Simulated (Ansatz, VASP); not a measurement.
**Ta: VASP beside Ansatz**

File INCAR:

```
SYSTEM = Ta
ALGO = Normal
EDIFF = 1E-6
ENCUT = 520
GGA = PE
ISIF = 2
ISMEAR = 0
LASPH = .TRUE.
LCHARG = .FALSE.
LREAL = .FALSE.
LWAVE = .FALSE.
NBANDS = 12
NELM = 60
PREC = Accurate
SIGMA = 0.15
```

File KPOINTS:

```
k-points
0
G
  20 20 20
  0 0 0
```

Contents of POSCAR:

```
Ta
1.0
   -1.5420743950      1.5420743950      1.8449378062
    1.5420743950     -1.5420743950      1.8449378062
    1.5420743950      1.5420743950     -1.8449378062
Ta
1
Direct
    0.0000000000      0.0000000000      0.0000000000
```

Input for Ansatz:

```yaml
crystal:
  lattice:
    - [-1.542074395, 1.542074395, 1.8449378062]
    - [1.542074395, -1.542074395, 1.8449378062]
    - [1.542074395, 1.542074395, -1.8449378062]
  atoms:
    - { symbol: Ta, position: [0.0, 0.0, 0.0] }
basis:
  ecutwfc: 420
kpoints:
  mp_grid: { grid: [20, 20, 20] }
hamiltonian:
  xc: pbe
  pseudopotentials: { kind: paw, azcp: { folder: soft_1 } }
scf:
  occupations: { method: gaussian, width: 0.15 }
output:
  forces: true
  stress: true
  eigenvalues: true
```

Alike in both runs: task single point; functional PBE; k mesh 20 × 20 × 20; occupations gaussian, width 0.15 eV; no spin polarisation.

```csv
,VASP,Ansatz
version,VASP 6.6.1,Ansatz 0.2.0
potentials or method,"VASP PAW PBE potentials, release 64 (Ta_pv), cutoff 520 eV","scalar-relativistic, plane waves, PAW"
valence electrons in the cell,11,13
```

```tsv
	VASP	Ansatz	Ansatz less VASP
gap on the k mesh at the Fermi level (eV)	none	none	-
pressure (GPa)	11.5	11.4	-0.15
traceless stress, the component that is largest in VASP (GPa)	-11.21	-11.20	+0.008
```

A gap of «none» marks a metal or a gap that the smearing closes. With one functional, cell and mesh, what is left measures potentials, basis and numerics. VASP's potentials hold 11 valence electrons a cell and Ansatz's 13, so a difference there can come from the potentials and not from the codes.

Spin-orbit coupling is off throughout.
